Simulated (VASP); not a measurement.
# MgB2 in VASP: further runs

MgB2 is run at these levels: PBEsol; tasks: single point, relaxation of shape and atoms at fixed volume.

Program: VASP 6.6.1. These are calculated values, not measurements. Logs are shortened: lines on timing, memory, paths and dates and some standing lists are left out, and cuts for length are marked.

**1. The cell of the first run**

Symmetry: Cmmm, No. 65, orthorhombic system. The conventional cell has a = 3.067 Å, b = 5.205 Å, c = 3.488 Å, α = 90.00°, β = 90.00°, γ = 90.00°. Mg (site symmetry mmm) has 12 B at 2.46 to 2.48 Å and 6 Mg at 3.02 to 3.07 Å within 3.2 Å. B (site symmetry m2m) has 3 B at 1.74 to 1.76 Å within 2.3 Å.

**2. Single point, PBEsol**

Input file INCAR:

```
PREC     = Accurate       # precision mode
ENCUT    = 520            # plane-wave cutoff, eV
EDIFF    = 1E-6           # SCF threshold, eV
ISMEAR   = 0              # smearing method
SIGMA    = 0.05           # smearing width, eV
LREAL    = False          # projectors in reciprocal space
LASPH    = True           # aspherical terms in the spheres
NELM     = 100            # most SCF steps
ALGO     = Normal         # electronic algorithm
ISIF     = 2              # what is computed and relaxed
LWAVE    = False          # write WAVECAR
LCHARG   = True           # write CHGCAR
GGA      = PS             # functional
LELF     = True           # ELF
LVHAR    = True         
NBANDS   = 11             # bands
```

Input file KPOINTS:

```
regular mesh
0
Gamma
  12 12 10
```

Input file POSCAR:

```
MgB2
1.0
    3.0665287164      0.0000000000      0.0000000000
   -1.5332643582      2.6025779344      0.0000000000
    0.0000000000      0.0000000000      3.4879448063
Mg B
1 2
Direct
    0.0000000000      0.0000000000      0.0000000000
    0.3333333333      0.6666666667      0.5000000000
    0.6666666667      0.3333333333      0.5000000000
```

Potentials or basis: VASP PAW PBE potentials, release 64 (Mg, B).

Command:

```
> cat potpaw_PBE.64/Mg/POTCAR potpaw_PBE.64/B/POTCAR > POTCAR
> mpirun -np 1 vasp_std > vasp.out
```

OUTCAR:

```text
PREC = Accurate
   ENCUT = 520
   EDIFF = 1E-6
   ISMEAR = 0
   LREAL = False
   LASPH = True
   NELM = 100
   ISIF = 2
   GGA = PS

 ion  position               nearest neighbor table
   1  0.000  0.000  0.000-   2 2.46   2 2.46   3 2.46   3 2.46   2 2.48   3 2.48   2 2.48   3 2.48
                             3 2.48   3 2.48   2 2.48   2 2.48
   2  0.333  0.667  0.500-   3 1.74   3 1.76   3 1.76   1 2.46   1 2.46   1 2.48   1 2.48   1 2.48
                             1 2.48
   3  0.667  0.333  0.500-   2 1.74   2 1.76   2 1.76   1 2.46   1 2.46   1 2.48   1 2.48   1 2.48
                             1 2.48

  Warning from LATTYP: Monoclinic adjustment (A1->A3, A2->A1, A3->A2)!
  LATTYP: Found a base centered orthorhombic cell.
 ALAT       =     3.0665287164
 B/A-ratio  =     1.6974097914
 C/A-ratio  =     1.1374244721

  Lattice vectors:

 A1 = (   1.5332643582,  -2.6025779344,   0.0000000000)
 A2 = (   1.5332643582,   2.6025779344,   0.0000000000)
 A3 = (   0.0000000000,   0.0000000000,   3.4879448063)

Analysis of symmetry for initial positions (statically):
=====================================================================
 Subroutine PRICEL returns:
 Original cell was already a primitive cell.

 Routine SETGRP: Setting up the symmetry group for a
 base centered orthorhombic supercell.

 Subroutine GETGRP returns: Found  8 space group operations
 (whereof  8 operations were pure point group operations)
 out of a pool of  8 trial point group operations.

The static configuration has the point symmetry D_2h.

Analysis of symmetry for dynamics (positions and initial velocities):
=====================================================================
 Subroutine PRICEL returns:
 Original cell was already a primitive cell.

 Routine SETGRP: Setting up the symmetry group for a
 base centered orthorhombic supercell.

 Subroutine GETGRP returns: Found  8 space group operations
 (whereof  8 operations were pure point group operations)
 out of a pool of  8 trial point group operations.

The dynamic configuration has the point symmetry D_2h.

 Subroutine INISYM returns: Found  8 space group operations
 (whereof  8 operations are pure point group operations),
 and found     1 'primitive' translations

----------------------------------------------------------------------------------------

                                     Primitive cell

  volume of cell :      27.8369

  direct lattice vectors                    reciprocal lattice vectors
     3.066528716  0.000000000  0.000000000     0.326101626  0.192117206  0.000000000
[... 101 lines left out ...]
   EMIN   =  10.00;   EMAX   =-10.00  energy-range for DOS
   EFERMI =   0.00;   METHOD = LEGACY
   ISMEAR =     0;   SIGMA  =   0.05  broadening in eV -4-tet -1-fermi 0-gaus
   EFERMI_NEDOS =   21; number of points for ismear=-14 and -15
   IALGO  =     38    algorithm
   IMIX   =      4    mixing-type and parameters
     AMIX     =   0.40;   BMIX     =  1.00
     AMIX_MAG =   1.60;   BMIX_MAG =  1.00
  volume/ion in A,a.u.               =       9.28        62.62
  Fermi-wavevector in a.u.,A,eV,Ry     =   1.080351  2.041567 15.880139  1.167157
  Thomas-Fermi vector in A             =   2.216339
   LORBIT       =      0    0 simple, 1 ext, 2 COOP (PROOUT), +10 PAW based schemes
   GGA     = PS    functional components
   LHFCALC =     F    Hartree Fock is set to
   AEXX    =    0.0000 exact exchange contribution
   IVDW    =     0    specifies the selected vdW correction
   LEPSILON=     F    determine dielectric tensor
   LRPA    =     F    only Hartree local field effects (RPA)
 non-spin polarized calculation
 Gauss-broadening in eV      SIGMA  =   0.05
  energy-cutoff  :      520.00
  volume of cell :       27.84
 maximum number of plane-waves:       767
   NGX = 11   NGY = 11   NGZ = 13

 number of electron       8.0000000 magnetization

 Free energy of the ion-electron system (eV)
  ---------------------------------------------------
  ext. energy  EPLUGINS =         0.00000000
  ---------------------------------------------------
  free energy    TOTEN  =       -16.20419889 eV

  energy without entropy =      -16.20348640  energy(sigma->0) =      -16.20384264

 E-fermi :   5.4579     XC(G=0): -11.1595

 val. band max:        5.4396968359   @ k =   0.0000   0.0833   0.1000
 cond. band min:       5.4605682210   @ k =   0.0000   0.4167   0.4000
 fundamental gap:      0.0208713851
 Fermi energy:         5.4578971595

 k-point     1 :       0.0000    0.0000    0.0000
  band No.  band energies     occupation
      1      -7.1602      2.00000
      2       2.4139      2.00000
      3       5.8783      0.00000
      4       5.9942      0.00000
      5       7.1337      0.00000
      6      11.8799      0.00000
      7      12.1361      0.00000
      8      14.2303      0.00000
      9      15.8484      0.00000
     10      18.6096      0.00000
     11      21.7423      0.00000
[... 309 lines left out ...]
 k-point    24 :       0.4167    0.1667    0.0000
  band No.  band energies     occupation
      1      -2.8506      2.00000
      2      -2.1791      2.00000
      3       1.6085      2.00000
      4       6.0351      0.00000
      5       8.4152      0.00000
      6      11.0772      0.00000
      7      11.2743      0.00000
      8      13.6894      0.00000
      9      15.7342      0.00000
     10      18.1980      0.00000
     11      19.9253      0.00000

 [... further k-points ...]

------------------------ aborting loop because EDIFF is reached ----------------------------------------

  FORCE on cell =-STRESS in cart. coord.  units (eV):
  Direction    XX          YY          ZZ          XY          YZ          ZX
  --------------------------------------------------------------------------------------
  -------------------------------------------------------------------------------------
  Total        0.1859447      1.7410689      0.0581202      0.0000000      0.0000000      0.0000000
  in kB       10.7022235    100.2088665      3.3451620      0.0000000      0.0000000      0.0000000
  external PRESSURE =      38.0854173 kB  Pullay stress =       0.0000000 kB

 VOLUME and BASIS-vectors are now :
 -----------------------------------------------------------------------------
  energy-cutoff  :      520.00
  volume of cell :       27.84
      direct lattice vectors                 reciprocal lattice vectors
     3.066528716  0.000000000  0.000000000     0.326101626  0.192117206  0.000000000
    -1.533264358  2.602577934  0.000000000     0.000000000  0.384234411  0.000000000
     0.000000000  0.000000000  3.487944806     0.000000000  0.000000000  0.286701784

 POSITION                                       TOTAL-FORCE (eV/Angst)
 -----------------------------------------------------------------------------------
      0.00000      0.00000      0.00000        -0.000000      0.000000      0.000000
     -0.00000      1.73505      1.74397         0.000000     -0.079099      0.000000
      1.53326      0.86753      1.74397        -0.000000      0.079099      0.000000
 -----------------------------------------------------------------------------------
    total drift:                                0.000000     -0.000000      0.000000

  FREE ENERGIE OF THE ION-ELECTRON SYSTEM (eV)
  ---------------------------------------------------
  free  energy   TOTEN  =       -16.2041988856 eV

  energy  without entropy=      -16.2034863998  energy(sigma->0) =      -16.20384264
```

OSZICAR:

```text
N       E                     dE             d eps       ncg     rms          rms(c)
DAV:   1     0.383780124401E+01    0.38378E+01   -0.38111E+03  6132   0.612E+02
DAV:   2    -0.173672279330E+02   -0.21205E+02   -0.20008E+02  7328   0.110E+02
DAV:   3    -0.179200014297E+02   -0.55277E+00   -0.55108E+00  7410   0.144E+01
DAV:   4    -0.179213552111E+02   -0.13538E-02   -0.13536E-02  6630   0.773E-01
DAV:   5    -0.179213603094E+02   -0.50983E-05   -0.50978E-05  7017   0.495E-02    0.539E+00
DAV:   6    -0.164549841451E+02    0.14664E+01   -0.18486E+00  6432   0.625E+00    0.257E+00
DAV:   7    -0.162143704103E+02    0.24061E+00   -0.99652E-01  6714   0.458E+00    0.794E-01
DAV:   8    -0.162191180160E+02   -0.47476E-02   -0.15815E-01  6293   0.203E+00    0.504E-01
DAV:   9    -0.162045395932E+02    0.14578E-01   -0.31930E-02  6303   0.813E-01    0.892E-02
DAV:  10    -0.162042067335E+02    0.33286E-03   -0.18737E-03  7024   0.237E-01    0.247E-02
DAV:  11    -0.162042128787E+02   -0.61452E-05   -0.50505E-05  6327   0.464E-02    0.140E-02
DAV:  12    -0.162041987836E+02    0.14095E-04   -0.47325E-05  6480   0.310E-02    0.143E-03
DAV:  13    -0.162041988856E+02   -0.10202E-06   -0.75128E-07  4575   0.621E-03
   1 F= -.16204199E+02 E0= -.16203843E+02  d E =-.712486E-03
```

Run time: 95 s. Hardware: 1 thread of Intel Xeon 8259CL, shared host; peak memory 0.21 GiB.

What came out:

| Quantity | Value |
| --- | --- |
| Free energy | -16.2042 eV |
| Pressure | 3.8 GPa |
| Largest force | 0.079 eV/Å |
| Band gap on the k mesh | zero (bands 4 and 5 overlap by 3.76 eV) |

Forces in eV/Å, atoms in the order of the input:
```
Mg   0.000  0.000  0.000
B    0.000 -0.079  0.000
B    0.000  0.079  0.000
```

Stress tensor (GPa, compression positive):
```
 1.07  0.00  0.00
 0.00 10.02  0.00
 0.00  0.00  0.33
```

Caveat: the cell stands under pressure; the PAW data sets were made with another functional, which shifts forces and pressure a little.

**3. Relaxation of shape and atoms at fixed volume, PBEsol (9.09 Å³/atom)**

This run uses another cell than the first one, of 9.09 Å³/atom.

Input file INCAR:

```
SYSTEM = MgB2
PREC     = Accurate       ! precision mode
ENCUT    = 600            ! plane-wave cutoff, eV
EDIFF    = 1E-7           ! SCF threshold, eV
ISMEAR   = 0              ! smearing method
SIGMA    = 0.05           ! smearing width, eV
LREAL    = .FALSE.        ! projectors in reciprocal space
LASPH    = .TRUE.         ! aspherical terms in the spheres
NELM     = 100            ! most SCF steps
ALGO     = Normal         ! electronic algorithm
ISIF     = 4              ! what is computed and relaxed
LWAVE    = .FALSE.        ! write WAVECAR
LCHARG   = .FALSE.        ! write CHGCAR
GGA      = PS             ! functional
IBRION   = 2              ! ionic algorithm
NSW      = 60             ! ionic steps
EDIFFG   = -0.01          ! ionic threshold
```

Input file KPOINTS:

```
Automatic mesh
0
G
  12 12 10
  0 0 0
```

Input file POSCAR:

```
MgB2
1.0
    3.0287624443      0.0000000000      0.0000000000
   -1.5143812221      2.6229852188      0.0000000000
    0.0000000000      0.0000000000      3.4324521043
Mg B
1 2
Direct
    0.0000000000      0.0000000000      0.0000000000
    0.3333333333      0.6666666667      0.5000000000
    0.6666666667      0.3333333333      0.5000000000
```

Potentials or basis: VASP PAW PBE potentials, release 64 (Mg, B).

Command:

```
> cat potpaw_PBE.64/Mg/POTCAR potpaw_PBE.64/B/POTCAR > POTCAR
> mpirun -np 1 vasp_std > vasp.out
```

OUTCAR:

```text
SYSTEM = MgB2
   PREC = Accurate
   ENCUT = 600
   EDIFF = 1E-7
   ISMEAR = 0
   LREAL = .FALSE.
   LASPH = .TRUE.
   NELM = 100
   ISIF = 4
   GGA = PS
   IBRION = 2
   NSW = 60
   EDIFFG = -0.01

 ion  position               nearest neighbor table
   1  0.000  0.000  0.000-   2 2.45   3 2.45   2 2.45   3 2.45   2 2.45   2 2.45   3 2.45   3 2.45
                             3 2.45   3 2.45   2 2.45   2 2.45
   2  0.333  0.667  0.500-   3 1.75   3 1.75   3 1.75   1 2.45   1 2.45   1 2.45   1 2.45   1 2.45
[... 514 lines left out ...]
  Direction    XX          YY          ZZ          XY          YZ          ZX
  --------------------------------------------------------------------------------------
  -------------------------------------------------------------------------------------
  Total        1.0898013      1.0898013      1.1279131      0.0000000     -0.0000000      0.0000000
  in kB       64.0313062     64.0313062     66.2705691      0.0000000     -0.0000000      0.0000000
  external PRESSURE =      64.7777272 kB  Pullay stress =       0.0000000 kB

 VOLUME and BASIS-vectors are now :
 -----------------------------------------------------------------------------
  energy-cutoff  :      600.00
  volume of cell :       27.27
      direct lattice vectors                 reciprocal lattice vectors
     3.033717840  0.000000000  0.000000000     0.329628546  0.190311130 -0.000000000
    -1.516858920  2.627276717  0.000000000    -0.000000000  0.380622259 -0.000000000
     0.000000000  0.000000000  3.421247855    -0.000000000 -0.000000000  0.292291013

 POSITION                                       TOTAL-FORCE (eV/Angst)
 -----------------------------------------------------------------------------------
      0.00000      0.00000      0.00000         0.000000      0.000000      0.000000
     -0.00000      1.75152      1.71062        -0.000000     -0.000000      0.000000
      1.51686      0.87576      1.71062         0.000000      0.000000     -0.000000
 -----------------------------------------------------------------------------------
    total drift:                                0.000000     -0.000000      0.000000

  FREE ENERGIE OF THE ION-ELECTRON SYSTEM (eV)
  ---------------------------------------------------
  free  energy   TOTEN  =       -16.2017521927 eV

  energy  without entropy=      -16.2014056702  energy(sigma->0) =      -16.20157893

 reached required accuracy - stopping structural energy minimisation
```

CONTCAR:

```text
MgB2
   1.00000000000000
     3.0337178397613664    0.0000000000011555    0.0000000000000000
    -1.5168589198296007    2.6272767171550946    0.0000000000000000
     0.0000000000000000    0.0000000000000000    3.4212478547554896
  Mg              B
     1     2
Direct
     0.0000000000000000    0.0000000000000000    0.0000000000000000
     0.3333333332999970    0.6666666667000030    0.5000000000000000
     0.6666666667000030    0.3333333332999970    0.5000000000000000

  0.00000000E+00  0.00000000E+00  0.00000000E+00
  0.00000000E+00  0.00000000E+00  0.00000000E+00
  0.00000000E+00  0.00000000E+00  0.00000000E+00
```

Run time: 57 s. Hardware: 1 thread of Intel Xeon 8259CL, shared host; peak memory 0.17 GiB.

What came out:

* Free energy: -16.2018 eV
* Energy gained by relaxing: 0.1 meV/atom
* Ionic steps: 2
* Pressure after relaxing: 6.5 GPa
* Band gap on the k mesh: zero (bands 4 and 5 overlap by 4.07 eV)

Stress tensor (GPa, compression positive):
```
6.40 0.00 0.00
0.00 6.40 0.00
0.00 0.00 6.63
```

The path:
```csv
step,energy change (eV),largest force (eV/Å),pressure (GPa),volume (Å³)
1,0.0000,0.0000,6.72,27.27
2,-0.0004,0.0000,6.48,27.27
```

Final structure:
```
Mg B
1.0
     3.03372    0.00000    0.00000
    -1.51686    2.62728    0.00000
     0.00000    0.00000    3.42125
Mg B
1 2
Cartesian
  0.0000 0.0000 0.0000
  0.0000 1.7515 1.7106
  1.5169 0.8758 1.7106
```

Caveat: the PAW data sets were made with another functional, which shifts forces and pressure a little.

**4. Relaxation of shape and atoms at fixed volume, PBEsol (9.28 Å³/atom)**

Input file INCAR:

```
  ALGO = Normal
  EDIFF = 1E-7
  EDIFFG = -0.01
  ENCUT = 600
  GGA = PS
  IBRION = 2
  ISIF = 4
  ISMEAR = 0
  LASPH = True
  LCHARG = False
  LREAL = False
  LWAVE = False
  NELM = 80
  NSW = 60
  PREC = Accurate
  SIGMA = 0.05
```

Input file KPOINTS:

```
k-points
0
Gamma
  12 12 10
```

Input file POSCAR:

```
MgB2
1.0
    3.0459473666      0.0000000000      0.0000000000
   -1.5229736833      2.6378677981      0.0000000000
    0.0000000000      0.0000000000      3.4645350754
Mg B
1 2
Direct
    0.0000000000      0.0000000000      0.0000000000
    0.3333333333      0.6666666667      0.5000000000
    0.6666666667      0.3333333333      0.5000000000
```

Command:

```
> cat potpaw_PBE.64/Mg/POTCAR potpaw_PBE.64/B/POTCAR > POTCAR
> mpirun -np 1 vasp_std > vasp.out
```

It took 57 s on 1 thread of Intel Xeon 8259CL, shared host; peak memory 0.17 GiB.

It converged, with:

| Property | Result |
| --- | --- |
| Free energy | -16.2189 eV |
| Energy gained by relaxing | 0.1 meV/atom |
| Ionic steps | 2 |
| Pressure after relaxing | 3.0 GPa |
| Band gap on the k mesh | zero (bands 4 and 5 overlap by 3.99 eV) |

Stress tensor (GPa, compression positive):
```
2.98 0.00 0.00
0.00 2.98 0.00
0.00 0.00 3.17
```

Step by step:
```csv
step,energy change (eV),largest force (eV/Å),pressure (GPa),volume (Å³)
1,0.0000,0.0000,3.27,27.84
2,-0.0004,0.0000,3.04,27.84
```

Final structure:
```yaml
crystal:
  lattice:
    - [3.05082, 0.00000, 0.00000]
    - [-1.52541, 2.64208, 0.00000]
    - [0.00000, 0.00000, 3.45348]
  atoms:
    - { symbol: Mg, position: [0.00000, 0.00000, 0.00000] }
    - { symbol: B, position: [0.33333, 0.66667, 0.50000] }
    - { symbol: B, position: [0.66667, 0.33333, 0.50000] }
```

Levels at points of the mesh, in eV from the Fermi level:
```csv
k point,band 2,band 3,band 4,band 5,band 6,band 7
"(0.00, 0.00, 0.00)",-2.84,0.44,0.44,1.96,6.45,6.45
"(0.50, 0.00, 0.00)",-7.94,-2.17,0.34,3.31,3.96,5.71
"(0.00, 0.00, 0.50)",-7.53,0.85,0.85,6.77,6.77,8.18
"(0.50, 0.00, 0.50)",-6.97,-3.60,-1.86,-1.26,5.98,9.16
```

Caveat: the PAW data sets were made with another functional, which shifts forces and pressure a little.

**5. The runs side by side**

| task | cell | cutoff (eV) | gap on the mesh (eV) | pressure (GPa) |
| --- | --- | --- | --- | --- |
| single point | a = 3.067, b = 3.021, c = 3.488 Å, angles 90.0, 90.0, 120.5°, 3 atoms | 520 | none | 3.8 |
| relaxation of shape and atoms at fixed volume | relaxed from a = 3.029, b = 3.029, c = 3.432 Å, angles 90.0, 90.0, 120.0°, 3 atoms | 600 | none | 6.5 |
| relaxation of shape and atoms at fixed volume | relaxed from a = 3.046, b = 3.046, c = 3.465 Å, angles 90.0, 90.0, 120.0°, 3 atoms | 600 | none | 3.0 |

Alike in all rows: level PBEsol; potentials or basis VASP PAW PBE potentials, release 64 (Mg, B); no spin polarisation; k mesh 12 × 12 × 10; smearing gaussian 0.05 eV.

Caveats: the PAW data sets were made with another functional, which shifts forces and pressure a little; the cell stands under pressure (at least some runs).

Total energies depend on the potentials used, so only differences within one code and one set of settings carry meaning.
